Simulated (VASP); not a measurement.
A run of VASP 6.6.1 is set up as follows.

File INCAR:

```
ALGO = Normal ; EDIFF = 1E-7
EDIFFG = -0.04 ; ENCUT = 910
GGA = PE ; GGA_COMPAT = F
IBRION = 2 ; ISIF = 3
ISMEAR = 0 ; LASPH = T
LCHARG = F ; LREAL = F
LWAVE = F ; NELM = 120
NELMIN = 4 ; NSW = 90
PREC = Accurate ; SIGMA = 0.1
```

The input KPOINTS:

```
k-points
0
Gamma
  4 4 4
```

Contents of POSCAR:

```
ZrBrF
1.0
    4.1797214600      0.0000000000      0.0000000000
    0.0000000000      4.1797214600      0.0000000000
    0.0000000000      0.0000000000      3.9247643100
Zr Br F
1 1 1
Direct
    0.0000000000      0.0000000000      0.0000000000
    0.0000000000      0.0000000000      0.5000000000
    0.5000000000      0.5000000000      0.5000000000
```

Potentials or basis: VASP PAW PBE potentials, release 64 (Zr_sv, Br, F_h).

Command:

```bash
$ cat potpaw_PBE.64/Zr_sv/POTCAR potpaw_PBE.64/Br/POTCAR potpaw_PBE.64/F_h/POTCAR > POTCAR
$ mpirun -np 1 vasp_std > vasp.out
```

**Question.** What does it give for the relaxed volume?

**Answer.** 24.08 Å³/atom.

**Question.** Estimate the band gap on the k mesh.

**Answer.** Zero (bands 13 and 14 overlap by 0.89 eV).

**Question.** What does it give for the relaxed cell?

**Answer.** a = 3.835 Å, b = 3.835 Å, c = 4.910 Å, α = 90.00°, β = 90.00°, γ = 90.00°.

**Question.** What does it give for the space group after relaxing (to 0.1 Å)?

**Answer.** P4/mmm (No. 123).

Final structure:
```cif
data_structure
_symmetry_space_group_name_H-M 'P 1'
_symmetry_Int_Tables_number 1
_cell_length_a 3.8353
_cell_length_b 3.8353
_cell_length_c 4.9103
_cell_angle_alpha 90.000
_cell_angle_beta 90.000
_cell_angle_gamma 90.000
_cell_volume 72.23
loop_
_atom_site_label
_atom_site_type_symbol
_atom_site_fract_x
_atom_site_fract_y
_atom_site_fract_z
_atom_site_occupancy
Zr1 Zr 0.00000 0.00000 0.00000 1
Br1 Br 0.00000 0.00000 0.50000 1
F1 F 0.50000 0.50000 0.50000 1
```

Caveat: the k points lie up to 0.41 Å⁻¹ apart in the final cell, too coarse for converged energies and pressures of a metal; the cutoff is under 1.25 times the usual one of these potentials, so pressure, stress and relaxed cells hold a basis-set (Pulay) error; a cell axis changed by over 15 % at a fixed basis, so the end point is rough.
